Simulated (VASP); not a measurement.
Wanted: the native input for a VASP 6.6.1 run.

| Property | Result |
| --- | --- |
| Task | relaxation of cell and atoms |
| Functional | PBE |
| Potentials or basis | VASP PAW PBE potentials, release 64 (Mg, Ge_d, N) |
| Cutoff | 600 eV |
| k mesh | 3 × 3 × 3 |
| Occupations | gaussian, width 0.2 eV |
| Spin | no spin polarisation |
| Dipole correction | no |
| Further INCAR settings | ALGO = Normal; EDIFF = 1e-06; IBRION = 2; EDIFFG = -0.08; NSW = 36; ISIF = 3 |

The structure of MgGe2N3 lies in POSCAR:

```
MgGe2N3
1.0
    5.0000000000     -2.9000000000      0.0000000000
    5.0000000000      2.9000000000      0.0000000000
    0.0000000000      0.0000000000      5.4000000000
Mg Ge N
2 4 6
Direct
    0.6667000000      0.3333000000      0.0000000000
    0.3333000000      0.6667000000      0.5000000000
    0.0000000000      0.3334000000      0.5000000000
    0.0000000000      0.6666000000      0.0000000000
    0.6666000000      0.0000000000      0.5000000000
    0.3334000000      0.0000000000      0.0000000000
    0.6667000000      0.3333000000      0.6250000000
    0.0000000000      0.3334000000      0.1250000000
    0.0000000000      0.6666000000      0.6250000000
    0.3333000000      0.6667000000      0.1250000000
    0.6666000000      0.0000000000      0.1250000000
    0.3334000000      0.0000000000      0.6250000000
```

The input as run:

INCAR

```
  ALGO = Normal
  EDIFF = 1E-6
  EDIFFG = -0.08
  ENCUT = 600
  GGA = PE
  IBRION = 2
  ISIF = 3
  ISMEAR = 0
  LASPH = True
  LCHARG = False
  LREAL = False
  LWAVE = False
  NELM = 80
  NSW = 36
  PREC = Accurate
  SIGMA = 0.2
```

KPOINTS

```
k-points
0
Gamma
  3 3 3
```

Potentials or basis: VASP PAW PBE potentials, release 64 (Mg, Ge_d, N).

The run is started by

```sh
$ cat potpaw_PBE.64/Mg/POTCAR potpaw_PBE.64/Ge_d/POTCAR potpaw_PBE.64/N/POTCAR > POTCAR
$ mpirun -np 1 vasp_std > vasp.out
```

It gave:

| Item | Value |
| --- | --- |
| Relaxed volume | 12.67 Å³/atom |
| Relaxed cell | a = 5.603 Å, b = 5.603 Å, c = 5.554 Å, α = 90.00°, β = 90.00°, γ = 60.71° |
| Space group after relaxing (to 0.05 Å) | Cmc2_1 (No. 36) |
| Energy gained by relaxing | 70.3 meV/atom |
| Ionic steps | 9 |
| Pressure after relaxing | -0.2 GPa |
| Largest force after relaxing | 0.055 eV/Å |
| Band gap on the k mesh | zero (band 45 reaches 7.50 eV, above the bottom of band 46 at 7.27 eV) |

Caveat: the k points lie up to 0.43 Å⁻¹ apart in the final cell; the relaxation stopped at a loose force limit of 0.08 eV/Å, so its end isn't a converged minimum.

Run time: 14 min on 1 thread of Oxide Virtual Turin-like Processor (shared host), peak memory 0.35 GiB.
